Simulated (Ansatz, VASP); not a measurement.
## NaH: VASP beside Ansatz

```
Na H
1.0
     5.47018    0.00000    0.00000
    -2.73509    4.73732    0.00000
     0.00000    0.00000    2.79658
Na H
2 2
Direct
  0.33333 0.66667 0.00000
  0.66667 0.33333 0.00000
  0.00000 0.00000 0.00000
  0.00000 0.00000 0.50000
```

Alike in both runs: task relaxation of cell and atoms; functional PBE; k mesh 12 × 12 × 16; occupations gaussian, width 0.1 eV; no spin polarisation.

|  | VASP | Ansatz |
| --- | --- | --- |
| version | VASP 6.6.1 | Ansatz 0.2.0 |
| potentials or method | VASP PAW PBE potentials, release 64 (Na_pv, H), cutoff 500 eV | scalar-relativistic, plane waves, PAW |
| valence electrons in the cell | 16 | 20 |

```tsv
	VASP	Ansatz	Ansatz less VASP
gap on the k mesh at the Fermi level, each at its own relaxed structure (eV)	none	none	-
relaxed volume (Å³/atom)	18.47	18.63	+0.151
relaxed cell length with the largest relative difference (Å)	5.570	5.591	+0.0208
```

A gap of «none» marks a metal or a gap that the smearing closes. VASP's potentials hold 16 valence electrons a cell and Ansatz's 20, so a difference there can come from the potentials and not from the codes.
